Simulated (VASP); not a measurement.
Runs of VASP 6.6.1 on In6O. The structure is that of space group P-31m (No. 162), or close to it. The cells are those of the table. 

| task | cell | k mesh | cutoff (eV) | gap on the mesh (eV) | pressure (GPa) | relaxed volume (Å³/atom) | largest force (eV/Å) |
| --- | --- | --- | --- | --- | --- | --- | --- |
| relaxation of cell and atoms | relaxed from a = 6.108, b = 6.108, c = 5.660 Å, angles 90.0, 90.0, 120.0°, 7 atoms | 3 × 3 × 3 | 600 | none | -0.2 | 25.37 | 0.04 |
| single point | a = 5.804, b = 5.804, c = 6.032 Å, angles 90.0, 90.0, 120.0°, 7 atoms | 3 × 3 × 3 | 520 | none | 0.0 | - | (a) |
| single point | a = 6.240, b = 6.240, c = 5.150 Å, angles 90.0, 90.0, 120.0°, 7 atoms | 3 × 3 × 4 | 520 | none | 0.2 | - | (b) |
| relaxation of cell and atoms | relaxed from a = 6.701, b = 6.701, c = 4.393 Å, angles 90.0, 90.0, 120.0°, 7 atoms | 3 × 3 × 4 | 600 | none | -0.2 | 25.10 | 0.06 |

Alike in all rows: level PBE; potentials or basis VASP PAW PBE potentials, release 64 (In_d, O); no spin polarisation; smearing gaussian 0.2 eV.

Question: Estimate the missing entries.

Answer: (a) 0.07; (b) 0.02.

Caveats: all runs use coarse meshes; spin-orbit coupling is left out, which moves the levels of the heavy elements; the relaxation stopped at a loose force limit of 0.08 eV/Å, so its end isn't a converged minimum (some runs).

A k mesh can miss the band edges, and the runs leave out spin-orbit coupling on In.

A gap of «none» marks levels without a gap at the run's occupations.
